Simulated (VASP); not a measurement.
Set up this calculation in VASP 6.6.1, as the native input.

```
Task                   : single point
Functional             : PBE
Potentials or basis    : VASP PAW PBE potentials, release 64 (Hf_pv, Ge_d)
Cutoff                 : 520 eV
k mesh                 : 7 × 7 × 6
Occupations            : gaussian, width 0.005 eV
Spin                   : non-collinear spin, zero start, spin-orbit coupling
Starting moments       : [[0.0, 0.0, 0.0], [0.0, 0.0, 0.0]] μB
Dipole correction      : no
Further INCAR settings : ALGO = Normal; EDIFF = 1e-06; NBANDS = 36
```

The structure of HfGe lies in POSCAR:

```
HfGe
1.0
    3.9335093900      0.0000000000      0.0000000000
   -1.9667546900      3.4065190500      0.0000000000
    0.0000000000      0.0000000000      3.5096193900
Hf Ge
1 1
Direct
    0.0000000000      0.0000000000      0.5000000000
    0.3333333300      0.6666666700      0.5000000000
```

One way to write it, as run:

INCAR

```
SYSTEM = HfGe
PREC     = Accurate       ! precision mode
ENCUT    = 520            ! plane-wave cutoff, eV
EDIFF    = 1E-6           ! SCF threshold, eV
ISMEAR   = 0              ! smearing method
SIGMA    = 0.005          ! smearing width, eV
LREAL    = .False.        ! projectors in reciprocal space
LASPH    = .True.         ! aspherical terms in the spheres
NELM     = 150            ! most SCF steps
ALGO     = Normal         ! electronic algorithm
ISIF     = 2              ! what is computed and relaxed
LWAVE    = .False.        ! write WAVECAR
LCHARG   = .False.        ! write CHGCAR
MAGMOM   = 0 0 0 0 0 0    ! initial moments
LORBIT   = 11             ! projections on sites
LSORBIT  = .True.         ! spin-orbit coupling
GGA_COMPAT= .False.      
LORBMOM  = .True.       
LMAXMIX  = 4              ! l up to which the mixer works
GGA      = PE             ! functional
NBANDS   = 36             ! bands
```

KPOINTS

```
regular mesh
0
Gamma
  7 7 6
  0 0 0
```

Potentials or basis: VASP PAW PBE potentials, release 64 (Hf_pv, Ge_d).

Command:

```bash
$ cat potpaw_PBE.64/Hf_pv/POTCAR potpaw_PBE.64/Ge_d/POTCAR > POTCAR
$ mpirun -np 1 vasp_ncl > vasp.out
```

It gave:

The pressure is 37.1 GPa, the net moment is 0.00 μB per cell and the valence electrons inside the program's atomic spheres are Hf 8.87; Ge 12.88.

Caveat: the cell stands under pressure.

Wall time 85 s on 1 thread of Intel(R) Xeon(R) 6975P-C (Granite Rapids), with other jobs on the host, peak memory 0.34 GiB.
